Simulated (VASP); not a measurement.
Here is a VASP 6.6.1 calculation.

Contents of INCAR:

```
SYSTEM = HgTe
ALGO = Normal
EDIFF = 1E-6
ENCUT = 520
GGA = PS
ISIF = 2
ISMEAR = -1
LASPH = .True.
LCHARG = .False.
LREAL = .False.
LWAVE = .False.
NBANDS = 16
NELM = 100
PREC = Accurate
SIGMA = 0.05
```

File KPOINTS:

```
k-points
0
Gamma
  6 6 6
  0 0 0
```

Contents of POSCAR:

```
HgTe
1.0
   -3.0456030000      3.0456030000      1.5594100000
    3.0456030000     -3.0456030000      1.5594100000
    3.0456030000      3.0456030000     -1.5594100000
Hg Te
1 1
Direct
    0.2500000000      0.7500000000      0.5000000000
    0.0000000000      0.0000000000      0.0000000000
```

Potentials or basis: VASP PAW PBE potentials, release 64 (Hg, Te).

Launch:

```sh
$ cat potpaw_PBE.64/Hg/POTCAR potpaw_PBE.64/Te/POTCAR > POTCAR
$ mpirun -np 1 vasp_std > vasp.out
```

Task: Estimate the pressure.

Result: -3.1 GPa.

Task: Estimate the band gap on the k mesh.

Result: Zero (band 9 reaches 5.74 eV, above the bottom of band 10 at 1.90 eV).

Caveat: the k points lie up to 0.38 Å⁻¹ apart; the PAW data sets were made with another functional, which shifts forces and pressure a little; spin-orbit coupling is left out, which moves the levels of the heavy elements.
